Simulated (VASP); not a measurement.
# LaB6 (Pm-3m) in VASP: further runs

The runs below take LaB6 through single point, with r2SCAN+D3(BJ).

Everything below comes from runs of VASP 6.6.1. Logs are shortened: lines on timing, memory, paths and dates and some standing lists are left out, and cuts for length are marked.

## 1. The cell of the first run

The structure is cubic, space group Pm-3m (No. 221). Conventional cell: a = 4.157 Å, b = 4.157 Å, c = 4.157 Å, α = 90.00°, β = 90.00°, γ = 90.00°. La (site symmetry m-3m) has 24 B at 3.05 Å within 4.0 Å. B (site symmetry 4mm) has 5 B at 1.66 to 1.77 Å within 2.2 Å.

## 2. Single point, r2SCAN+D3(BJ)

Input file POSCAR:

```
LaB6
1.0
    4.1569950254      0.0000000000      0.0000000000
    0.0000000000      4.1569950254      0.0000000000
    0.0000000000      0.0000000000      4.1569950254
La B
1 6
Direct
    0.0000000000      0.0000000000      0.0000000000
    0.1997467300      0.5000000000      0.5000000000
    0.8002532700      0.5000000000      0.5000000000
    0.5000000000      0.5000000000      0.1997467300
    0.5000000000      0.5000000000      0.8002532700
    0.5000000000      0.1997467300      0.5000000000
    0.5000000000      0.8002532700      0.5000000000
```

Input file INCAR.step1:

```
SYSTEM = LaB6
ALGO = Normal
EDIFF = 1E-4
ENCUT = 520
GGA = PE
ISMEAR = 0
LASPH = .TRUE.
LCHARG = .FALSE.
LREAL = .FALSE.
LWAVE = .TRUE.
NBANDS = 24
NELM = 60
PREC = Accurate
SIGMA = 0.05
```

Input file INCAR.step2:

```
SYSTEM = LaB6
ALGO = Normal
EDIFF = 1E-7
ENCUT = 520
ISIF = 2
ISMEAR = 0
ISTART = 1
IVDW = 12
LASPH = .TRUE.
LCHARG = .FALSE.
LMIXTAU = .TRUE.
LREAL = .FALSE.
LWAVE = .FALSE.
METAGGA = R2SCAN
NBANDS = 24
NELM = 60
PREC = Accurate
SIGMA = 0.05
VDW_A1 = 0.49484001
VDW_A2 = 5.73083694
VDW_S6 = 1.0
VDW_S8 = 0.78981345
```

Input file KPOINTS:

```
k-points
0
G
  6 6 6
  0 0 0
```

Potentials or basis: VASP PAW PBE potentials, release 64 (La, B).

Launch:

```sh
$ cat potpaw_PBE.64/La/POTCAR potpaw_PBE.64/B/POTCAR > POTCAR
$ cp INCAR.step1 INCAR
$ mpirun -np 1 vasp_std > vasp.out
$ cp INCAR.step2 INCAR
$ mpirun -np 1 vasp_std > vasp.out
```

OUTCAR:

```text
SYSTEM = LaB6
   EDIFF = 1E-7
   ENCUT = 520
   ISIF = 2
   ISMEAR = 0
   ISTART = 1
   IVDW = 12
   LASPH = .TRUE.
   LREAL = .FALSE.
   METAGGA = R2SCAN
   NELM = 60
   PREC = Accurate
 IVDW          = 12

 ion  position               nearest neighbor table
   1  0.000  0.000  0.000-
   2  0.200  0.500  0.500-   3 1.66   4 1.77   5 1.77   6 1.77   7 1.77
   3  0.800  0.500  0.500-   2 1.66   4 1.77   5 1.77   6 1.77   7 1.77
   4  0.500  0.500  0.200-   5 1.66   3 1.77   2 1.77   6 1.77   7 1.77
   5  0.500  0.500  0.800-   4 1.66   3 1.77   2 1.77   6 1.77   7 1.77
   6  0.500  0.200  0.500-   7 1.66   3 1.77   4 1.77   5 1.77   2 1.77
   7  0.500  0.800  0.500-   6 1.66   3 1.77   4 1.77   5 1.77   2 1.77

  LATTYP: Found a simple cubic cell.
 ALAT       =     4.1569950254

  Lattice vectors:

 A1 = (   4.1569950254,   0.0000000000,   0.0000000000)
 A2 = (   0.0000000000,   4.1569950254,   0.0000000000)
 A3 = (   0.0000000000,   0.0000000000,   4.1569950254)

Analysis of symmetry for initial positions (statically):
=====================================================================
 Subroutine PRICEL returns:
 Original cell was already a primitive cell.

 Routine SETGRP: Setting up the symmetry group for a
 simple cubic supercell.

 Subroutine GETGRP returns: Found 48 space group operations
 (whereof 48 operations were pure point group operations)
 out of a pool of 48 trial point group operations.

The static configuration has the point symmetry O_h .

Analysis of symmetry for dynamics (positions and initial velocities):
=====================================================================
 Subroutine PRICEL returns:
 Original cell was already a primitive cell.

 Routine SETGRP: Setting up the symmetry group for a
 simple cubic supercell.

 Subroutine GETGRP returns: Found 48 space group operations
 (whereof 48 operations were pure point group operations)
 out of a pool of 48 trial point group operations.

The dynamic configuration has the point symmetry O_h .

 Subroutine INISYM returns: Found 48 space group operations
 (whereof 48 operations are pure point group operations),
 and found     1 'primitive' translations

----------------------------------------------------------------------------------------

                                     Primitive cell

  volume of cell :      71.8354

  direct lattice vectors                    reciprocal lattice vectors
     4.156995025  0.000000000  0.000000000     0.240558383  0.000000000  0.000000000
     0.000000000  4.156995025  0.000000000     0.000000000  0.240558383  0.000000000
     0.000000000  0.000000000  4.156995025     0.000000000  0.000000000  0.240558383

  length of vectors
     4.156995025  4.156995025  4.156995025     0.240558383  0.240558383  0.240558383

  position of ions in fractional coordinates (direct lattice)
     0.000000000  0.000000000  0.000000000
     0.199746730  0.500000000  0.500000000
     0.800253270  0.500000000  0.500000000
     0.500000000  0.500000000  0.199746730
     0.500000000  0.500000000  0.800253270
     0.500000000  0.199746730  0.500000000
     0.500000000  0.800253270  0.500000000

  ion indices of the primitive-cell ions
   primitive index   ion index
                 1           1
                 2           2
                 3           3
                 4           4
                 5           5
                 6           6
                 7           7

----------------------------------------------------------------------------------------

 KPOINTS: k-points

Automatic generation of k-mesh.
 Grid dimensions read from file:
 generate k-points for:    6    6    6

 Generating k-lattice:

  Cartesian coordinates                     Fractional coordinates (reciprocal lattice)
     0.040093064  0.000000000  0.000000000     0.166666667  0.000000000  0.000000000
     0.000000000  0.040093064  0.000000000     0.000000000  0.166666667  0.000000000
     0.000000000  0.000000000  0.040093064     0.000000000  0.000000000  0.166666667

  Length of vectors
     0.040093064  0.040093064  0.040093064

  Shift w.r.t. Gamma in fractional coordinates (k-lattice)
     0.000000000  0.000000000  0.000000000

 Subroutine IBZKPT returns following result:
 ===========================================

 Found     20 irreducible k-points:

 Following reciprocal coordinates:
            Coordinates               Weight
  0.000000  0.000000  0.000000      1.000000
  0.166667  0.000000  0.000000      6.000000
  0.333333  0.000000  0.000000      6.000000
  0.500000  0.000000  0.000000      3.000000
  0.166667  0.166667  0.000000     12.000000
  0.333333  0.166667  0.000000     24.000000
[... 12 lines left out ...]
  0.500000  0.500000  0.333333      6.000000
  0.500000  0.500000  0.500000      1.000000
   k-points           NKPTS =     20   k-points in BZ     NKDIM =     20   number of bands    NBANDS=     24
   number of dos      NEDOS =    301   number of ions     NIONS =      7
   total plane-waves  NPLWV =  32768
   dimension x,y,z NGX =    32 NGY =   32 NGZ =   32
   dimension x,y,z NGXF=    64 NGYF=   64 NGZF=   64
   ions per type =               1   6
   NGX,Y,Z   is equivalent  to a cutoff of  12.80, 12.80, 12.80 a.u.
   NGXF,Y,Z  is equivalent  to a cutoff of  25.59, 25.59, 25.59 a.u.
 SYSTEM =  LaB6
   PREC   = accura    normal or accurate (medium, high low for compatibility)
   ISTART =      1    job   : 0-new  1-cont  2-samecut
   ICHARG =      0    charge: 1-file 2-atom 10-const
   ISPIN  =      1    spin polarized calculation?
   LNONCOLLINEAR =      F non collinear calculations
   LSORBIT =      F    spin-orbit coupling
   LASPH  =      T    aspherical Exc in radial PAW
   ENCUT  =  520.0 eV  38.22 Ry    6.18 a.u.   7.73  7.73  7.73*2*pi/ulx,y,z
   NELM   =     60;   NELMIN=  2; NELMDL=  0     # of ELM steps
   EDIFF  = 0.1E-06   stopping-criterion for ELM
   LREAL  =      F    real-space projection
   EDIFFG = 0.1E-05   stopping-criterion for IOM
   NSW    =      0    number of steps for IOM
   IBRION =     -1    ionic relax: 0-MD 1-quasi-New 2-CG
   NFREE  =      0    steps in history (QN), initial steepest desc. (CG)
   ISIF   =      2    stress and relaxation
   ISYM   =      2    0-nonsym 1-usesym 2-fastsym
   POTIM  = 0.5000    time-step for ionic-motion
   TEBEG  =    0.0;   TEEND  =   0.0 temperature during run
   PSTRESS=    0.0 pullay stress
   NELECT =      29.0000    total number of electrons
   NUPDOWN=      -1.0000    fix difference up-down
   EMIN   =  10.00;   EMAX   =-10.00  energy-range for DOS
   EFERMI =   0.00;   METHOD = LEGACY
   ISMEAR =     0;   SIGMA  =   0.05  broadening in eV -4-tet -1-fermi 0-gaus
   EFERMI_NEDOS =   21; number of points for ismear=-14 and -15
   IALGO  =     38    algorithm
   IMIX   =      4    mixing-type and parameters
     AMIX     =   0.40;   BMIX     =  1.00
     AMIX_MAG =   1.60;   BMIX_MAG =  1.00
  volume/ion in A,a.u.               =      10.26        69.25
  Fermi-wavevector in a.u.,A,eV,Ry     =   1.209933  2.286442 19.918084  1.463938
  Thomas-Fermi vector in A             =   2.345495
   LORBIT       =      0    0 simple, 1 ext, 2 COOP (PROOUT), +10 PAW based schemes
   METAGGA = R2SCAN    functional components
   LHFCALC =     F    Hartree Fock is set to
   AEXX    =    0.0000 exact exchange contribution
   IVDW    =    12    specifies the selected vdW correction
   LEPSILON=     F    determine dielectric tensor
   LRPA    =     F    only Hartree local field effects (RPA)
 non-spin polarized calculation
 Gauss-broadening in eV      SIGMA  =   0.05
  energy-cutoff  :      520.00
  volume of cell :       71.84
 maximum number of plane-waves:      1956
 NGX is ok and might be reduce to    32
   NGX = 15   NGY = 15   NGZ = 15

 number of electron      29.0000003 magnetization

 Free energy of the ion-electron system (eV)
  ---------------------------------------------------
  ext. energy  EPLUGINS =         0.00000000
  ---------------------------------------------------
  free energy    TOTEN  =       -78.20907899 eV

  energy without entropy =      -78.20697762  energy(sigma->0) =      -78.20802831

 E-fermi :   8.7950     XC(G=0): -11.9266

 val. band max:        8.7806679873   @ k =   0.5000   0.3333   0.0000
 cond. band min:       8.8417157814   @ k =   0.1667   0.1667   0.0000
 fundamental gap:      0.0610477941
 Fermi energy:         8.7949756068

 k-point     1 :       0.0000    0.0000    0.0000
  band No.  band energies     occupation
      1     -25.6715      2.00000
      2      -8.9699      2.00000
      3      -8.9699      2.00000
      4      -8.9699      2.00000
      5      -7.8372      2.00000
      6       0.3461      2.00000
[... 16 lines left out ...]
     23      10.9831      0.00000
     24      12.0983      0.00000

 k-point     2 :       0.1667    0.0000    0.0000
  band No.  band energies     occupation
      1     -25.6653      2.00000
      2      -9.2494      2.00000
      3      -8.9495      2.00000
      4      -8.9495      2.00000
      5      -7.5311      2.00000
      6      -0.9623      2.00000
[... 16 lines left out ...]
     23      11.1664      0.00000
     24      11.9124      0.00000

 k-point     3 :       0.3333    0.0000    0.0000
  band No.  band energies     occupation
      1     -25.6528      2.00000
      2      -9.6366      2.00000
      3      -8.9080      2.00000
      4      -8.9080      2.00000
      5      -7.0497      2.00000
      6      -2.1577      2.00000
[... 16 lines left out ...]
     23      11.1786      0.00000
     24      11.1786      0.00000
[... 406 lines left out ...]
 k-point    19 :       0.5000    0.5000    0.3333
  band No.  band energies     occupation
      1     -25.6055      2.00000
      2      -9.2792      2.00000
      3      -9.2792      2.00000
      4      -9.1392      2.00000
      5      -6.9972      2.00000
      6      -1.8905      2.00000
[... 16 lines left out ...]
     23      12.8133      0.00000
     24      13.0005      0.00000

 k-point    20 :       0.5000    0.5000    0.5000
  band No.  band energies     occupation
      1     -25.5998      2.00000
      2      -9.2388      2.00000
      3      -9.2388      2.00000
      4      -9.2388      2.00000
      5      -6.8978      2.00000
      6      -2.0456      2.00000
[... 16 lines left out ...]
     23      13.1423      0.00000
     24      13.3865      0.00000

------------------------ aborting loop because EDIFF is reached ----------------------------------------

 Edisp (eV)   -0.84213

 E8    (eV) :    -0.2737

  FORCE on cell =-STRESS in cart. coord.  units (eV):
  Direction    XX          YY          ZZ          XY          YZ          ZX
  --------------------------------------------------------------------------------------
  -------------------------------------------------------------------------------------
  Total      -1.16215    -1.16215    -1.16215     0.00000     0.00000    -0.00000
  in kB     -25.92002   -25.92002   -25.92002     0.00000     0.00000    -0.00000
  external pressure =      -25.92 kB  Pullay stress =        0.00 kB

 VOLUME and BASIS-vectors are now :
 -----------------------------------------------------------------------------
  energy-cutoff  :      520.00
  volume of cell :       71.84
      direct lattice vectors                 reciprocal lattice vectors
     4.156995025  0.000000000  0.000000000     0.240558383  0.000000000  0.000000000
     0.000000000  4.156995025  0.000000000     0.000000000  0.240558383  0.000000000
     0.000000000  0.000000000  4.156995025     0.000000000  0.000000000  0.240558383

 POSITION                                       TOTAL-FORCE (eV/Angst)
 -----------------------------------------------------------------------------------
      0.00000      0.00000      0.00000        -0.000000      0.000000     -0.000000
      0.83035      2.07850      2.07850         0.037700      0.000000     -0.000000
      3.32665      2.07850      2.07850        -0.037700      0.000000     -0.000000
      2.07850      2.07850      0.83035        -0.000000      0.000000      0.037700
      2.07850      2.07850      3.32665        -0.000000      0.000000     -0.037700
      2.07850      0.83035      2.07850        -0.000000      0.037700     -0.000000
      2.07850      3.32665      2.07850        -0.000000     -0.037700     -0.000000
 -----------------------------------------------------------------------------------
    total drift:                               -0.000000     -0.000000     -0.000000

  FREE ENERGIE OF THE ION-ELECTRON SYSTEM (eV)
  ---------------------------------------------------
  free  energy   TOTEN  =       -79.0512088897 eV

  energy  without entropy=      -79.0491075226  energy(sigma->0) =      -79.05015821
```

Wall time 92 s (1 thread of AMD EPYC 9R45 (Zen 5), shared host); peak memory 0.19 GiB.

What came out:

- Free energy: -79.0512 eV
- Pressure: -2.6 GPa
- Largest force: 0.038 eV/Å
- Dispersion energy per atom: -0.120 eV

Forces on the atoms (eV/Å):
```
La   0.000  0.000  0.000
B    0.038  0.000  0.000
B   -0.038  0.000  0.000
B    0.000  0.000  0.038
B    0.000  0.000 -0.038
B    0.000  0.038  0.000
B    0.000 -0.038  0.000
```

Caveat: three body term missing; the PAW data sets were made with another functional, which shifts forces and pressure a little; spin-orbit coupling is left out, which moves the levels of the heavy elements; pairwise dispersion overbinds metals, which lowers pressure and volume.

## 3. Single point, r2SCAN+D3(BJ) (volume scaled by 1.02)

Input file POSCAR:

```
LaB6
1.0
    4.1690223845      0.0000000000      0.0000000000
    0.0000000000      4.1690223845      0.0000000000
    0.0000000000      0.0000000000      4.1690223845
La B
1 6
Direct
    0.0000000000      0.0000000000      0.0000000000
    0.2000970326      0.5000000000      0.5000000000
    0.7999029674      0.5000000000      0.5000000000
    0.5000000000      0.5000000000      0.2000970326
    0.5000000000      0.5000000000      0.7999029674
    0.5000000000      0.2000970326      0.5000000000
    0.5000000000      0.7999029674      0.5000000000
```

Input file INCAR.step1:

```
SYSTEM = LaB6
  PREC = Accurate
  ENCUT = 520
  ISMEAR = 0
  SIGMA = 0.05
  LREAL = .False.
  LASPH = .True.
  NELM = 100
  NBANDS = 24
  GGA = PE
  ALGO = Normal
  EDIFF = 1E-4
  LWAVE = .True.
  LCHARG = .False.
```

Input file INCAR.step2:

```
SYSTEM = LaB6
  PREC = Accurate
  ENCUT = 520
  EDIFF = 1E-7
  ISMEAR = 0
  SIGMA = 0.05
  LREAL = .False.
  LASPH = .True.
  NELM = 100
  ALGO = Normal
  ISIF = 2
  LWAVE = .False.
  LCHARG = .False.
  METAGGA = R2SCAN
  LMIXTAU = .True.
  IVDW = 12
  VDW_S6 = 1.0
  VDW_S8 = 0.78981345
  VDW_A1 = 0.49484001
  VDW_A2 = 5.73083694
  NBANDS = 24
  ISTART = 1
```

Input file KPOINTS:

```
regular mesh
0
Gamma
  6 6 6
  0 0 0
```

Potentials or basis: VASP PAW PBE potentials, release 64 (La, B).

Launch:

```sh
$ cat potpaw_PBE.64/La/POTCAR potpaw_PBE.64/B/POTCAR > POTCAR
$ cp INCAR.step1 INCAR
$ mpirun -np 1 vasp_std > vasp.out
$ cp INCAR.step2 INCAR
$ mpirun -np 1 vasp_std > vasp.out
```

Wall time 2.4 min (1 thread of AMD EPYC 9R45 (Zen 5), shared host); peak memory 0.19 GiB.

The run converged. Its results:

* Free energy: -79.0387 eV
* Pressure: -4.0 GPa
* Largest force: 0.021 eV/Å
* Dispersion energy per atom: -0.119 eV

Forces on the atoms (eV/Å):
```
La   0.000  0.000  0.000
B   -0.021  0.000  0.000
B    0.021  0.000  0.000
B    0.000  0.000 -0.021
B    0.000  0.000  0.021
B    0.000 -0.021  0.000
B    0.000  0.021  0.000
```

Levels at points of the mesh, in eV from the Fermi level:
```tsv
k point	band 11	band 12	band 13	band 14	band 15	band 16	band 17	band 18
(0.00, 0.00, 0.00)	-7.55	-2.06	-2.06	-2.06	0.19	0.19	0.19	1.54
(0.50, 0.00, 0.00)	-3.78	-3.78	-3.46	-2.57	-1.66	1.55	1.55	1.59
(0.50, 0.50, 0.00)	-4.76	-4.76	-3.14	-3.14	1.09	1.09	2.09	2.11
(0.50, 0.50, 0.50)	-5.13	-2.62	-2.62	-2.62	1.57	1.89	1.89	1.89
```

Caveat: three body term missing; the PAW data sets were made with another functional, which shifts forces and pressure a little; spin-orbit coupling is left out, which moves the levels of the heavy elements; pairwise dispersion overbinds metals, which lowers pressure and volume.

(Continued in part 2 of 2.)
